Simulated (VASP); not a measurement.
# LiAlO (P4/nmm) in VASP: a series of runs

Runs on LiAlO. Level: PBE. Tasks: single point, relaxation of cell and atoms.

Everything below comes from runs of VASP 6.6.1. Logs are shortened: lines on timing, memory, paths and dates and some standing lists are left out, and cuts for length are marked.

### 1 The cell of the first run

It takes space group P4/nmm (No. 129, tetragonal). Conventional cell: a = 3.445 Å, b = 3.445 Å, c = 5.908 Å, α = 90.00°, β = 90.00°, γ = 90.00°. Within 2.5 Å of Li (site symmetry 4mm) lie 1 O at 1.89 Å. Al (site symmetry -4m2) has 4 O at 2.42 Å and 4 Al at 2.44 Å and 4 Li at 2.88 Å within 3.2 Å. O (site symmetry 4mm) has 1 Li at 1.89 Å and 4 Al at 2.42 Å within 2.5 Å.

### 2 Single point, PBE

INCAR reads:

```
SYSTEM = LiAlO
PREC = Accurate ; ENCUT = 520
EDIFF = 1E-6 ; ISMEAR = 0
SIGMA = 0.1 ; LREAL = .False.
LASPH = .True. ; NELM = 80
ALGO = Normal ; ISIF = 2
LWAVE = .False. ; LCHARG = .False.
GGA = PE ; NBANDS = 21
```

KPOINTS reads:

```
regular mesh
0
Gamma
  6 6 4
  0 0 0
```

POSCAR reads:

```
LiAlO
1.0
    3.4449919915      0.0000000000      0.0000000000
    0.0000000000      3.4449919915      0.0000000000
    0.0000000000      0.0000000000      5.9080372222
Li Al O
2 2 2
Direct
    0.5000000000      0.0000000000      0.6091334523
    0.0000000000      0.5000000000      0.3908665477
    0.0000000000      0.0000000000      0.0000000000
    0.5000000000      0.5000000000      0.0000000000
    0.5000000000      0.0000000000      0.2887546398
    0.0000000000      0.5000000000      0.7112453602
```

Potentials or basis: VASP PAW PBE potentials, release 64 (Li_sv, Al, O).

Started as:

```
> cat potpaw_PBE.64/Li_sv/POTCAR potpaw_PBE.64/Al/POTCAR potpaw_PBE.64/O/POTCAR > POTCAR
> mpirun -np 1 vasp_std > vasp.out
```

OUTCAR:

```text
SYSTEM = LiAlO
   PREC = Accurate
   ENCUT = 520
   EDIFF = 1E-6
   ISMEAR = 0
   LREAL = .False.
   LASPH = .True.
   NELM = 80
   ISIF = 2
   GGA = PE

 ion  position               nearest neighbor table
   1  0.500  0.000  0.609-   5 1.89   4 2.88   3 2.88   4 2.88   3 2.88
   2  0.000  0.500  0.391-   6 1.89   4 2.88   3 2.88   3 2.88   4 2.88
   3  0.000  0.000  0.000-   5 2.42   6 2.42   6 2.42   5 2.42   4 2.44   4 2.44   4 2.44   4 2.44
                             1 2.88   2 2.88   2 2.88   1 2.88
   4  0.500  0.500  0.000-   5 2.42   6 2.42   5 2.42   6 2.42   3 2.44   3 2.44   3 2.44   3 2.44
                             2 2.88   1 2.88   2 2.88   1 2.88
   5  0.500  0.000  0.289-   1 1.89   3 2.42   4 2.42   4 2.42   3 2.42
   6  0.000  0.500  0.711-   2 1.89   3 2.42   4 2.42   3 2.42   4 2.42

  LATTYP: Found a simple tetragonal cell.
 ALAT       =     3.4449919915
 C/A-ratio  =     1.7149639932

  Lattice vectors:

 A1 = (   3.4449919915,   0.0000000000,   0.0000000000)
 A2 = (   0.0000000000,   3.4449919915,   0.0000000000)
 A3 = (   0.0000000000,   0.0000000000,   5.9080372222)

Analysis of symmetry for initial positions (statically):
=====================================================================
 Subroutine PRICEL returns:
 Original cell was already a primitive cell.

 Routine SETGRP: Setting up the symmetry group for a
 simple tetragonal supercell.

 Subroutine GETGRP returns: Found 16 space group operations
 (whereof  8 operations were pure point group operations)
 out of a pool of 16 trial point group operations.

The static configuration has the point symmetry D_2d.
 The point group associated with its full space group is D_4h.

Analysis of symmetry for dynamics (positions and initial velocities):
=====================================================================
 Subroutine PRICEL returns:
 Original cell was already a primitive cell.

 Routine SETGRP: Setting up the symmetry group for a
 simple tetragonal supercell.

 Subroutine GETGRP returns: Found 16 space group operations
 (whereof  8 operations were pure point group operations)
 out of a pool of 16 trial point group operations.

The dynamic configuration has the point symmetry D_2d.
 The point group associated with its full space group is D_4h.

 Subroutine INISYM returns: Found 16 space group operations
 (whereof  8 operations are pure point group operations),
 and found     1 'primitive' translations

----------------------------------------------------------------------------------------

                                     Primitive cell

  volume of cell :      70.1164

  direct lattice vectors                    reciprocal lattice vectors
     3.444991991  0.000000000  0.000000000     0.290276437  0.000000000  0.000000000
     0.000000000  3.444991991  0.000000000     0.000000000  0.290276437  0.000000000
     0.000000000  0.000000000  5.908037222     0.000000000  0.000000000  0.169260951

  length of vectors
     3.444991991  3.444991991  5.908037222     0.290276437  0.290276437  0.169260951

  position of ions in fractional coordinates (direct lattice)
     0.500000000  0.000000000  0.609133452
     0.000000000  0.500000000  0.390866548
     0.000000000  0.000000000  0.000000000
     0.500000000  0.500000000  0.000000000
     0.500000000  0.000000000  0.288754640
     0.000000000  0.500000000  0.711245360

  ion indices of the primitive-cell ions
   primitive index   ion index
                 1           1
                 2           2
                 3           3
                 4           4
                 5           5
                 6           6

----------------------------------------------------------------------------------------

 KPOINTS: regular mesh

Automatic generation of k-mesh.
 Grid dimensions read from file:
 generate k-points for:    6    6    4

 Generating k-lattice:

  Cartesian coordinates                     Fractional coordinates (reciprocal lattice)
     0.048379406  0.000000000  0.000000000     0.166666667  0.000000000  0.000000000
     0.000000000  0.048379406  0.000000000     0.000000000  0.166666667  0.000000000
     0.000000000  0.000000000  0.042315238     0.000000000  0.000000000  0.250000000

  Length of vectors
     0.048379406  0.048379406  0.042315238

  Shift w.r.t. Gamma in fractional coordinates (k-lattice)
     0.000000000  0.000000000  0.000000000

 Subroutine IBZKPT returns following result:
 ===========================================

 Found     30 irreducible k-points:

 Following reciprocal coordinates:
            Coordinates               Weight
  0.000000  0.000000  0.000000      1.000000
  0.166667  0.000000  0.000000      4.000000
  0.333333  0.000000  0.000000      4.000000
  0.500000  0.000000  0.000000      2.000000
  0.166667  0.166667  0.000000      4.000000
  0.333333  0.166667  0.000000      8.000000
[... 16 lines left out ...]
  0.333333  0.000000  0.500000      4.000000
  0.500000  0.000000  0.500000      2.000000
 [... further k-points ...]
   k-points           NKPTS =     30   k-points in BZ     NKDIM =     30   number of bands    NBANDS=     21
   number of dos      NEDOS =    301   number of ions     NIONS =      6
   total plane-waves  NPLWV =  37632
   dimension x,y,z NGX =    28 NGY =   28 NGZ =   48
   dimension x,y,z NGXF=    56 NGYF=   56 NGZF=   96
   ions per type =               2   2   2
   NGX,Y,Z   is equivalent  to a cutoff of  13.51, 13.51, 13.51 a.u.
   NGXF,Y,Z  is equivalent  to a cutoff of  27.02, 27.02, 27.01 a.u.
 SYSTEM =  LiAlO
   PREC   = accura    normal or accurate (medium, high low for compatibility)
   ISTART =      0    job   : 0-new  1-cont  2-samecut
   ICHARG =      2    charge: 1-file 2-atom 10-const
   ISPIN  =      1    spin polarized calculation?
   LNONCOLLINEAR =      F non collinear calculations
   LSORBIT =      F    spin-orbit coupling
   LASPH  =      T    aspherical Exc in radial PAW
   ENCUT  =  520.0 eV  38.22 Ry    6.18 a.u.   6.41  6.41 10.99*2*pi/ulx,y,z
   NELM   =     80;   NELMIN=  2; NELMDL= -5     # of ELM steps
   EDIFF  = 0.1E-05   stopping-criterion for ELM
   LREAL  =      F    real-space projection
   EDIFFG = 0.1E-04   stopping-criterion for IOM
   NSW    =      0    number of steps for IOM
   IBRION =     -1    ionic relax: 0-MD 1-quasi-New 2-CG
   NFREE  =      0    steps in history (QN), initial steepest desc. (CG)
   ISIF   =      2    stress and relaxation
   ISYM   =      2    0-nonsym 1-usesym 2-fastsym
   POTIM  = 0.5000    time-step for ionic-motion
   TEBEG  =    0.0;   TEEND  =   0.0 temperature during run
   PSTRESS=    0.0 pullay stress
   NELECT =      24.0000    total number of electrons
   NUPDOWN=      -1.0000    fix difference up-down
   EMIN   =  10.00;   EMAX   =-10.00  energy-range for DOS
   EFERMI =   0.00;   METHOD = LEGACY
   ISMEAR =     0;   SIGMA  =   0.10  broadening in eV -4-tet -1-fermi 0-gaus
   EFERMI_NEDOS =   21; number of points for ismear=-14 and -15
   IALGO  =     38    algorithm
   IMIX   =      4    mixing-type and parameters
     AMIX     =   0.40;   BMIX     =  1.00
     AMIX_MAG =   1.60;   BMIX_MAG =  1.00
  volume/ion in A,a.u.               =      11.69        78.86
  Fermi-wavevector in a.u.,A,eV,Ry     =   1.145175  2.164068 17.843045  1.311427
  Thomas-Fermi vector in A             =   2.281865
   LORBIT       =      0    0 simple, 1 ext, 2 COOP (PROOUT), +10 PAW based schemes
   GGA     = PE    functional components
   LHFCALC =     F    Hartree Fock is set to
   AEXX    =    0.0000 exact exchange contribution
   IVDW    =     0    specifies the selected vdW correction
   LEPSILON=     F    determine dielectric tensor
   LRPA    =     F    only Hartree local field effects (RPA)
 non-spin polarized calculation
 Gauss-broadening in eV      SIGMA  =   0.10
  energy-cutoff  :      520.00
  volume of cell :       70.12
 maximum number of plane-waves:      1902
 NGX is ok and might be reduce to    28
   NGX = 13   NGY = 13   NGZ = 21

 number of electron      23.9999989 magnetization

 Free energy of the ion-electron system (eV)
  ---------------------------------------------------
  ext. energy  EPLUGINS =         0.00000000
  ---------------------------------------------------
  free energy    TOTEN  =       -26.15554502 eV

  energy without entropy =      -26.14793986  energy(sigma->0) =      -26.15174244

 E-fermi :   5.3149     XC(G=0):  -9.7895

 val. band max:        5.2948432245   @ k =   0.1667   0.1667   0.2500
 cond. band min:       5.4079463155   @ k =   0.3333   0.3333   0.0000
 fundamental gap:      0.1131030910
 Fermi energy:         5.3148984485

 k-point     1 :       0.0000    0.0000    0.0000
  band No.  band energies     occupation
      1     -40.4594      2.00000
      2     -40.4205      2.00000
      3     -12.7743      2.00000
      4     -12.4535      2.00000
      5      -3.7211      2.00000
      6       1.4791      2.00000
[... 13 lines left out ...]
     20      14.9143      0.00000
     21      14.9143      0.00000

 k-point     2 :       0.1667    0.0000    0.0000
  band No.  band energies     occupation
      1     -40.4564      2.00000
      2     -40.4227      2.00000
      3     -12.7110      2.00000
      4     -12.4310      2.00000
      5      -3.4915      2.00000
      6       0.8425      2.00000
[... 13 lines left out ...]
     20      13.4244      0.00000
     21      14.4122      0.00000

 k-point     3 :       0.3333    0.0000    0.0000
  band No.  band energies     occupation
      1     -40.4484      2.00000
      2     -40.4290      2.00000
      3     -12.5649      2.00000
      4     -12.4007      2.00000
      5      -2.8323      2.00000
      6      -0.5552      2.00000
[... 13 lines left out ...]
     20      13.7257      0.00000
     21      14.6571      0.00000

 k-point     4 :       0.5000    0.0000    0.0000
  band No.  band energies     occupation
      1     -40.4383      2.00000
      2     -40.4383      2.00000
      3     -12.4374      2.00000
      4     -12.4374      2.00000
      5      -1.8250      2.00000
      6      -1.8250      2.00000
[... 13 lines left out ...]
     20      13.0947      0.00000
     21      14.8066      0.00000

 k-point     5 :       0.1667    0.1667    0.0000
  band No.  band energies     occupation
      1     -40.4537      2.00000
      2     -40.4245      2.00000
      3     -12.6503      2.00000
      4     -12.4060      2.00000
      5      -3.2600      2.00000
      6       0.9499      2.00000
[... 13 lines left out ...]
     20      13.5484      0.00000
     21      14.0123      0.00000

 k-point     6 :       0.3333    0.1667    0.0000
  band No.  band energies     occupation
      1     -40.4467      2.00000
      2     -40.4299      2.00000
      3     -12.5117      2.00000
      4     -12.3684      2.00000
      5      -2.6001      2.00000
      6      -0.3763      2.00000
[... 13 lines left out ...]
     20      13.9778      0.00000
     21      14.1122      0.00000

 k-point     7 :       0.5000    0.1667    0.0000
  band No.  band energies     occupation
      1     -40.4379      2.00000
      2     -40.4379      2.00000
      3     -12.3948      2.00000
      4     -12.3948      2.00000
      5      -1.6084      2.00000
      6      -1.6084      2.00000
[... 13 lines left out ...]
     20      13.4651      0.00000
     21      15.0857      0.00000
[... 291 lines left out ...]
      1     -40.4367      2.00000
      2     -40.4367      2.00000
      3     -12.2630      2.00000
      4     -12.2630      2.00000
      5      -0.5010      2.00000
      6      -0.5010      2.00000
[... 13 lines left out ...]
     20      11.6504      0.00000
     21      16.7358      0.00000

 k-point    21 :       0.0000    0.0000    0.5000
  band No.  band energies     occupation
      1     -40.4595      2.00000
      2     -40.4205      2.00000
      3     -12.6605      2.00000
      4     -12.5831      2.00000
      5      -3.5307      2.00000
      6       0.6922      2.00000
[... 13 lines left out ...]
     20      14.5120      0.00000
     21      14.5120      0.00000

 k-point    22 :       0.1667    0.0000    0.5000
  band No.  band energies     occupation
      1     -40.4564      2.00000
      2     -40.4227      2.00000
      3     -12.6096      2.00000
      4     -12.5450      2.00000
      5      -3.3391      2.00000
      6       0.6265      2.00000
[... 13 lines left out ...]
     20      14.0546      0.00000
     21      14.5565      0.00000

 k-point    23 :       0.3333    0.0000    0.5000
  band No.  band energies     occupation
      1     -40.4484      2.00000
      2     -40.4290      2.00000
      3     -12.5030      2.00000
      4     -12.4685      2.00000
      5      -2.7878      2.00000
      6      -0.6640      2.00000
[... 13 lines left out ...]
     20      13.6124      0.00000
     21      15.1397      0.00000

 k-point    24 :       0.5000    0.0000    0.5000
  band No.  band energies     occupation
      1     -40.4383      2.00000
      2     -40.4383      2.00000
      3     -12.4387      2.00000
      4     -12.4387      2.00000
      5      -1.9034      2.00000
      6      -1.9034      2.00000
[... 13 lines left out ...]
     20      13.0298      0.00000
     21      14.8688      0.00000

 [... further k-points ...]
[... 5 lines left out ...]
  --------------------------------------------------------------------------------------
  -------------------------------------------------------------------------------------
  Total       -0.0871313     -0.0871313     -0.0851882      0.0000000      0.0000000      0.0000000
  in kB       -1.9909713     -1.9909713     -1.9465711      0.0000000      0.0000000      0.0000000
  external PRESSURE =      -1.9761712 kB  Pullay stress =       0.0000000 kB

 VOLUME and BASIS-vectors are now :
 -----------------------------------------------------------------------------
  energy-cutoff  :      520.00
  volume of cell :       70.12
      direct lattice vectors                 reciprocal lattice vectors
     3.444991991  0.000000000  0.000000000     0.290276437  0.000000000  0.000000000
     0.000000000  3.444991991  0.000000000     0.000000000  0.290276437  0.000000000
     0.000000000  0.000000000  5.908037222     0.000000000  0.000000000  0.169260951

 POSITION                                       TOTAL-FORCE (eV/Angst)
 -----------------------------------------------------------------------------------
      1.72250      0.00000      3.59878         0.000000      0.000000      0.020546
      0.00000      1.72250      2.30925         0.000000     -0.000000     -0.020546
      0.00000      0.00000      0.00000         0.000000     -0.000000     -0.000000
      1.72250      1.72250      0.00000         0.000000      0.000000     -0.000000
      1.72250      0.00000      1.70597         0.000000      0.000000     -0.012617
      0.00000      1.72250      4.20206         0.000000      0.000000      0.012617
 -----------------------------------------------------------------------------------
    total drift:                                0.000000      0.000000     -0.000000

  FREE ENERGIE OF THE ION-ELECTRON SYSTEM (eV)
  ---------------------------------------------------
  free  energy   TOTEN  =       -26.1555450185 eV

  energy  without entropy=      -26.1479398629  energy(sigma->0) =      -26.15174244
```

Run time: 17 s. Hardware: 1 thread of Intel Xeon 6975P-C (Granite Rapids), shared host; peak memory 0.2 GiB.

Results:

```
Free energy            : -26.1555 eV
Largest force          : 0.021 eV/Å
Band gap on the k mesh : zero (band 12 reaches 5.29 eV, above the bottom of band 13 at 4.98 eV)
```

Forces on the atoms (eV/Å):
```
Li   0.000  0.000  0.021
Li   0.000  0.000 -0.021
Al   0.000  0.000  0.000
Al   0.000  0.000  0.000
O    0.000  0.000 -0.013
O    0.000  0.000  0.013
```

Caveat: the cutoff is under 1.25 times the usual one of these potentials, so pressure, stress and relaxed cells hold a basis-set (Pulay) error.

### 3 Single point, PBE

This run uses another cell than the first one, of 12.62 Å³/atom, 1.080 times its volume.

INCAR reads:

```
SYSTEM = LiAlO
PREC = Accurate
ENCUT = 520
EDIFF = 1E-6
ISMEAR = 0
SIGMA = 0.1
LREAL = .False.
LASPH = .True.
NELM = 60
ALGO = Normal
ISIF = 2
LWAVE = .False.
LCHARG = .False.
GGA = PE
NBANDS = 21
```

KPOINTS reads:

```
Automatic mesh
0
Gamma
  6 6 4
  0 0 0
```

POSCAR reads:

```
LiAlO
1.0
    3.4081903100      0.0000000000      0.0000000000
    0.0000000000      3.4081903100      0.0000000000
    0.0000000000      0.0000000000      6.5167049300
Li Al O
2 2 2
Direct
    0.5000000000      0.0000000000      0.6499999800
    0.0000000000      0.5000000000      0.3500000200
    0.0000000000      0.0000000000      0.0000000000
    0.5000000000      0.5000000000      0.0000000000
    0.5000000000      0.0000000000      0.2220000000
    0.0000000000      0.5000000000      0.7780000000
```

Potentials or basis: VASP PAW PBE potentials, release 64 (Li_sv, Al, O).

Started as:

```
> cat potpaw_PBE.64/Li_sv/POTCAR potpaw_PBE.64/Al/POTCAR potpaw_PBE.64/O/POTCAR > POTCAR
> mpirun -np 1 vasp_std > vasp.out
```

It took 19 s on 1 thread of Intel Xeon 6975P-C (Granite Rapids), shared host; peak memory 0.2 GiB.

It converged, with:

| Item | Value |
| --- | --- |
| Free energy | -25.0507 eV |
| Largest force | 1.550 eV/Å |
| Band gap on the k mesh | zero (band 12 reaches 5.63 eV, above the bottom of band 13 at 5.60 eV) |

Forces on the atoms (eV/Å):
```
Li   0.000  0.000  0.050
Li   0.000  0.000 -0.050
Al   0.000  0.000  0.000
Al   0.000  0.000  0.000
O    0.000  0.000  1.550
O    0.000  0.000 -1.550
```

Levels at points of the mesh, in eV from the Fermi level:
| k point | band 8 | band 9 | band 10 | band 11 | band 12 | band 13 | band 14 | band 15 | band 16 | band 17 |
| --- | --- | --- | --- | --- | --- | --- | --- | --- | --- | --- |
| (0.00, 0.00, 0.00) | -4.81 | -4.37 | -4.37 | -3.36 | -1.52 | 1.40 | 3.00 | 3.00 | 3.79 | 5.41 |
| (0.50, 0.00, 0.00) | -5.47 | -4.41 | -4.41 | -0.89 | -0.89 | 1.52 | 1.52 | 3.44 | 3.44 | 3.98 |
| (0.50, 0.50, 0.00) | -6.02 | -5.77 | -5.77 | -1.37 | -1.37 | 0.50 | 0.50 | 3.50 | 3.50 | 6.20 |
| (0.00, 0.00, 0.50) | -5.05 | -4.42 | -4.42 | -2.32 | -1.60 | 0.48 | 3.03 | 3.03 | 3.94 | 5.03 |
| (0.50, 0.00, 0.50) | -5.26 | -4.41 | -4.41 | -1.45 | -1.45 | 1.90 | 1.90 | 3.79 | 3.79 | 3.91 |
| (0.50, 0.50, 0.50) | -6.00 | -5.93 | -5.93 | -1.40 | -1.40 | 0.85 | 0.85 | 3.31 | 3.31 | 5.71 |

Caveat: the cutoff is under 1.25 times the usual one of these potentials, so pressure, stress and relaxed cells hold a basis-set (Pulay) error; forces of over 1 eV/Å act on the atoms, so gaps and moduli don't describe the material at rest.

(Continued in part 2 of 2.)
